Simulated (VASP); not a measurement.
## Ti: single point with PBEsol

The system is Ti.

```xyz
2
Lattice="2.8424 0.0000 0.0000 -1.4212 2.4616 0.0000 0.0000 0.0000 4.6461" Properties=species:S:1:pos:R:3 pbc="T T T"
Ti    0.0000    1.6411    1.1615
Ti    1.4212    0.8205    3.4846
```

This cell differs from its parent crystal: biaxial strain in the a-b plane: -2.0 %.

```yaml
Program: VASP 6.6.1
Task: single point
Functional: PBEsol
Potentials_or_basis: VASP PAW PBE potentials, release 64 (Ti_sv)
Cutoff: 520 eV
k_mesh: 24 × 24 × 12
Occupations: gaussian, width 0.1 eV
Spin: no spin polarisation
```

The pressure is 3.0 GPa and the band gap on the k mesh is zero (bands 12 and 13 overlap by 1.09 eV).

Stress tensor (GPa, compression positive):
```
4.26 0.00 0.00
0.00 4.26 0.00
0.00 0.00 0.52
```

Levels at points of the mesh, in eV from the Fermi level:
```tsv
k point	band 8	band 9	band 10	band 11	band 12	band 13	band 14	band 15	band 16	band 17
(0.00, 0.00, 0.00)	-32.35	-6.36	-2.87	0.68	0.73	0.85	0.85	1.34	1.34	1.91
(0.50, 0.00, 0.00)	-32.46	-2.41	-2.35	-2.07	-0.42	0.56	0.65	1.15	3.77	3.83
(0.00, 0.00, 0.50)	-32.40	-4.48	-4.48	-0.05	-0.05	0.80	0.80	0.80	0.80	3.04
(0.50, 0.00, 0.50)	-32.55	-2.74	-2.74	-0.97	-0.97	1.56	1.56	1.95	1.95	3.90
```

It took 7 min on 1 thread of AMD EPYC 9R45 96-Core Processor (Zen 5), on a shared host, peak memory 0.29 GiB.

Caveat: the cell differs from its parent crystal (biaxial strain in the a-b plane: -2.0 %); the cell stands under pressure; the PAW data sets were made with another functional, which shifts forces and pressure a little.
